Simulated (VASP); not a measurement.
# H2 in VASP: single point with PBE+D3(BJ)

Aim: the single point of H2 with PBE+D3(BJ).

All numbers are computed with VASP 6.6.1; they aren't measurements. Logs are shortened: lines on timing, memory, paths and dates and some standing lists are left out, and cuts for length are marked.

**1. The cell of the first run**

The cell holds a molecule in a box, 2 atoms: a = 5.951 Å, b = 5.951 Å, c = 24.449 Å, α = 90.00°, β = 90.00°, γ = 120.00°.

**2. Single point, PBE+D3(BJ)**

The input, INCAR:

```
SYSTEM = H
PREC = Accurate
ENCUT = 400
EDIFF = 1E-6
ISMEAR = 0
SIGMA = 0.05
LREAL = .FALSE.
LASPH = .TRUE.
NELM = 120
ALGO = Normal
ISIF = 2
LWAVE = .FALSE.
LCHARG = .FALSE.
LDIPOL = .TRUE.
IDIPOL = 3
DIPOL = 0.5 0.5 0.731
GGA = PE
IVDW = 12
NBANDS = 8
GGA_COMPAT = .FALSE.
NELMDL = -8
```

The input, KPOINTS:

```
regular mesh
0
G
  3 3 1
  0 0 0
```

The input, POSCAR:

```
H
1.0
    5.9506164706      0.0000000000      0.0000000000
   -2.9753082353      5.1533850317      0.0000000000
    0.0000000000      0.0000000000     24.4485225033
H
2
Direct
    0.2561049204      1.0193501129      0.7460807419
    0.2404865017      0.9867545594      0.7160868562
```

Potentials or basis: VASP PAW PBE potentials, release 64 (H).

Started as:

```console
$ cat potpaw_PBE.64/H/POTCAR > POTCAR
$ mpirun -np 1 vasp_std > vasp.out
```

OUTCAR:

```text
SYSTEM = H
   PREC = Accurate
   ENCUT = 400
   EDIFF = 1E-6
   ISMEAR = 0
   LREAL = .FALSE.
   LASPH = .TRUE.
   NELM = 120
   ISIF = 2
   GGA = PE
   IVDW = 12
   NELMDL = -8
 IVDW          = 12

 ion  position               nearest neighbor table
   1  0.256  0.019  0.746-   2 0.75
   2  0.240  0.987  0.716-   1 0.75

  LATTYP: Found a hexagonal cell.
 ALAT       =     5.9506164706
 C/A-ratio  =     4.1085696959

  Lattice vectors:

 A1 = (   5.9506164706,   0.0000000000,   0.0000000000)
 A2 = (  -2.9753082353,   5.1533850317,   0.0000000000)
 A3 = (   0.0000000000,   0.0000000000,  24.4485225033)

Analysis of symmetry for initial positions (statically):
=====================================================================
 Subroutine PRICEL returns:
 Original cell was already a primitive cell.

 Routine SETGRP: Setting up the symmetry group for a
 hexagonal supercell.

 Subroutine GETGRP returns: Found  2 space group operations
 (whereof  1 operations were pure point group operations)
 out of a pool of 24 trial point group operations.

The static configuration has the point symmetry C_1 .
 The point group associated with its full space group is S_2 .

Analysis of symmetry for dynamics (positions and initial velocities):
=====================================================================
 Subroutine PRICEL returns:
 Original cell was already a primitive cell.

 Routine SETGRP: Setting up the symmetry group for a
 hexagonal supercell.

 Subroutine GETGRP returns: Found  2 space group operations
 (whereof  1 operations were pure point group operations)
 out of a pool of 24 trial point group operations.

The dynamic configuration has the point symmetry C_1 .
 The point group associated with its full space group is S_2 .

 Subroutine INISYM returns: Found  2 space group operations
 (whereof  1 operations are pure point group operations),
 and found     1 'primitive' translations

----------------------------------------------------------------------------------------

                                     Primitive cell

  volume of cell :     749.7339

  direct lattice vectors                    reciprocal lattice vectors
     5.950616471  0.000000000  0.000000000     0.168049816  0.097023606  0.000000000
    -2.975308235  5.153385032  0.000000000     0.000000000  0.194047212  0.000000000
     0.000000000  0.000000000 24.448522503     0.000000000  0.000000000  0.040902267

  length of vectors
     5.950616471  5.950616471 24.448522503     0.194047212  0.194047212  0.040902267

  position of ions in fractional coordinates (direct lattice)
[... 72 lines left out ...]
   EMIN   =  10.00;   EMAX   =-10.00  energy-range for DOS
   EFERMI =   0.00;   METHOD = LEGACY
   ISMEAR =     0;   SIGMA  =   0.05  broadening in eV -4-tet -1-fermi 0-gaus
   EFERMI_NEDOS =   21; number of points for ismear=-14 and -15
   IALGO  =     38    algorithm
   IMIX   =      4    mixing-type and parameters
     AMIX     =   0.40;   BMIX     =  1.00
     AMIX_MAG =   1.60;   BMIX_MAG =  1.00
  volume/ion in A,a.u.               =     374.87      2529.73
  Fermi-wavevector in a.u.,A,eV,Ry     =   0.227047  0.429057  0.701385  0.051550
  Thomas-Fermi vector in A             =   1.016042
   LORBIT       =      0    0 simple, 1 ext, 2 COOP (PROOUT), +10 PAW based schemes
   GGA     = PE    functional components
   LHFCALC =     F    Hartree Fock is set to
   AEXX    =    0.0000 exact exchange contribution
   IVDW    =    12    specifies the selected vdW correction
   LEPSILON=     F    determine dielectric tensor
   LRPA    =     F    only Hartree local field effects (RPA)
 non-spin polarized calculation
 Gauss-broadening in eV      SIGMA  =   0.05
  energy-cutoff  :      400.00
  volume of cell :      749.73
 maximum number of plane-waves:     13675
   NGX = 19   NGY = 19   NGZ = 79

 dipolmoment           0.000000      0.000000     -0.000001 electrons x Angstroem

 number of electron       1.9999999 magnetization

 dipolmoment           0.000000      0.000000      0.000005 electrons x Angstroem

 Free energy of the ion-electron system (eV)
  ---------------------------------------------------
  ext. energy  EPLUGINS =         0.00000000
  ---------------------------------------------------
  free energy    TOTEN  =        -6.76011635 eV

  energy without entropy =       -6.76011635  energy(sigma->0) =       -6.76011635

 E-fermi : -10.0090     XC(G=0):  -0.4579

 val. band max:      -10.2434440591   @ k =   0.3333   0.3333   0.0000
 cond. band min:      -0.2722485906   @ k =   0.0000   0.0000   0.0000
 fundamental gap:      9.9711954685
 Fermi energy:       -10.0090404653

 k-point     1 :       0.0000    0.0000    0.0000
  band No.  band energies     occupation
      1     -10.2537      2.00000
      2      -0.2722      0.00000
      3      -0.2231      0.00000
      4       0.1243      0.00000
      5       0.4903      0.00000
      6       0.9221      0.00000
      7       1.5714      0.00000
      8       2.1139      0.00000
[... 34 lines left out ...]
 k-point     5 :       0.3333    0.3333    0.0000
  band No.  band energies     occupation
      1     -10.2434      2.00000
      2       0.6049      0.00000
      3       0.8220      0.00000
      4       0.9262      0.00000
      5       1.7380      0.00000
      6       1.9633      0.00000
      7       1.9638      0.00000
      8       2.0065      0.00000

------------------------ aborting loop because EDIFF is reached ----------------------------------------

 vacuum level on the upper side and lower side of the slab       (xc-potential included)        -0.005        -0.005

 Edisp (eV)   -0.00307

 E8    (eV) :    -0.0006

  FORCE on cell =-STRESS in cart. coord.  units (eV):
  Direction    XX          YY          ZZ          XY          YZ          ZX
  --------------------------------------------------------------------------------------
  -------------------------------------------------------------------------------------
  Total      -0.12295    -0.12652    -0.19238     0.00011    -0.01589     0.00036
  in kB      -0.26275    -0.27038    -0.41111     0.00024    -0.03395     0.00077
  external pressure =       -0.31 kB  Pullay stress =        0.00 kB

 VOLUME and BASIS-vectors are now :
 -----------------------------------------------------------------------------
  energy-cutoff  :      400.00
  volume of cell :      749.73
      direct lattice vectors                 reciprocal lattice vectors
     5.950616471  0.000000000  0.000000000     0.168049816  0.097023606  0.000000000
    -2.975308235  5.153385032  0.000000000     0.000000000  0.194047212  0.000000000
     0.000000000  0.000000000 24.448522503     0.000000000  0.000000000  0.040902267

 POSITION                                       TOTAL-FORCE (eV/Angst)
 -----------------------------------------------------------------------------------
      1.46641      0.09972     18.24057         0.000289     -0.011269     -0.053567
     -1.50486      5.08513     17.50727        -0.000289      0.011269      0.053567
 -----------------------------------------------------------------------------------
    total drift:                                0.000004      0.000001      0.000004

  FREE ENERGIE OF THE ION-ELECTRON SYSTEM (eV)
  ---------------------------------------------------
  free  energy   TOTEN  =        -6.7631861711 eV

  energy  without entropy=       -6.7631861711  energy(sigma->0) =       -6.76318617

 vacuum level on the upper side and lower side of the slab         0.028         0.028
```

OSZICAR:

```text
N       E                     dE             d eps       ncg     rms          rms(c)
DAV:   1     0.468654074290E+00    0.46865E+00   -0.42919E+02    80   0.936E+01
DAV:   2    -0.706501972396E+01   -0.75337E+01   -0.75337E+01    80   0.272E+01
DAV:   3    -0.743253925944E+01   -0.36752E+00   -0.36752E+00   112   0.814E+00
[... 13 lines left out ...]
DAV:  17    -0.676005507217E+01   -0.72845E-04   -0.47727E-06    80   0.653E-03    0.122E-03
DAV:  18    -0.676010222073E+01   -0.47149E-04   -0.15824E-06   112   0.346E-03    0.740E-04
DAV:  19    -0.676010946248E+01   -0.72418E-05   -0.10088E-07    88   0.835E-04    0.346E-04
DAV:  20    -0.676011571567E+01   -0.62532E-05   -0.13943E-07    96   0.100E-03    0.173E-04
DAV:  21    -0.676011635476E+01   -0.63909E-06   -0.59131E-09    96   0.219E-04
   1 F= -.67631862E+01 E0= -.67631862E+01  d E =-.479353E-11
```

It took 32 s on 1 thread of Intel Xeon 6975P-C (Granite Rapids), shared host; peak memory 0.48 GiB.

What came out:

* Free energy: -6.7632 eV
* Largest force: 0.055 eV/Å
* Gap between the frontier levels: 9.97 eV, indirect (least direct gap 9.98 eV)
* Dispersion energy per atom: -0.002 eV

Forces on the atoms (eV/Å):
```
H    0.000 -0.011 -0.054
H    0.000  0.011  0.054
```

Levels at points of the mesh, in eV from the valence-band top:
```csv
k point,band 1,band 2,band 3,band 4,band 5,band 6
"(0.00, 0.00, 0.00)",-0.01,9.97,10.02,10.37,10.73,11.17
```
